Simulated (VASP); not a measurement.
A run of VASP 6.6.1 is set up as follows.

Contents of INCAR:

```
SYSTEM = Na
PREC = Accurate ; ENCUT = 520
EDIFF = 1E-6 ; ISMEAR = 0
SIGMA = 0.2 ; LREAL = .False.
LASPH = .True. ; NELM = 80
ALGO = Fast ; ISIF = 2
LWAVE = .False. ; LCHARG = .False.
GGA = PE ; NBANDS = 38
```

KPOINTS

```
regular mesh
0
Gamma
  6 6 1
  0 0 0
```

POSCAR

```
Na
1.0
    3.7923542737      0.0006608067      0.0022378193
   -1.8953221861      3.2712836007     -0.0008714849
    0.0020465349     -0.0011206202     23.8655292524
Na
8
Direct
    0.3250545620      0.6541678435      0.7496305480
    0.6701584796      0.3323404825      0.8752808774
    0.0097677017      0.0074505468      0.0000611893
    0.3461523853      0.6809642822      0.1250660363
    0.6748109753      0.3458084254      0.2502343662
    0.3310992092      0.6675217259      0.3750210180
   -0.0115866710     -0.0090939745      0.4999054599
    0.6545433578      0.3208406683      0.6248005049
```

Potentials or basis: VASP PAW PBE potentials, release 64 (Na_pv).

Run with:

```sh
$ cat potpaw_PBE.64/Na_pv/POTCAR > POTCAR
$ mpirun -np 1 vasp_std > vasp.out
```

Estimate the band gap on the k mesh.

zero (bands 28 and 29 overlap by 3.62 eV).

What does it give for the pressure?

-0.1 GPa.

What does it give for the largest force?

0.008 eV/Å.

Forces in eV/Å, atoms in the order of the input:
```
Na   0.001  0.001  0.007
Na  -0.001 -0.001 -0.007
Na  -0.001 -0.001  0.002
Na   0.000 -0.002  0.001
Na   0.000 -0.001 -0.003
Na   0.000  0.000  0.001
Na   0.002  0.002  0.000
Na   0.000  0.001 -0.001
```
